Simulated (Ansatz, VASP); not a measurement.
**Sn: VASP beside Ansatz**

```
Sn
1.0
     4.41625    0.00000    0.00000
    -2.20812    3.82458    0.00000
     0.00000    0.00000    7.30523
Sn
4
Direct
  0.33333 0.66667 0.06303
  0.66667 0.33333 0.56303
  0.33333 0.66667 0.43697
  0.66667 0.33333 0.93697
```

Alike in both runs: task single point; functional LDA; k mesh 6 × 6 × 4; occupations gaussian, width 0.1 eV; no spin polarisation.

```csv
,VASP,Ansatz
version,VASP 6.6.1,Ansatz 0.2.0
potentials or method,"VASP PAW LDA potentials, release 64 (Sn_d), cutoff 520 eV","scalar-relativistic, plane waves, PAW"
valence electrons in the cell,56,56
```

```csv
,VASP,Ansatz,Ansatz less VASP
gap on the k mesh at the Fermi level (eV),0.10,0.13,+0.037
least direct gap on the mesh (eV),0.20,0.22,+0.024
pressure (GPa),5.3,5.3,-0.04
"traceless stress, the component that is largest in VASP (GPa)",-0.65,-0.63,+0.016
rms of the force components (eV/Å),0.040,0.038,-0.0016
```

LDA's correlation is that of Perdew and Zunger in VASP and of Perdew and Wang (1992) in Ansatz. Atom by atom the forces differ by 0.002 eV/Å (rms over components).
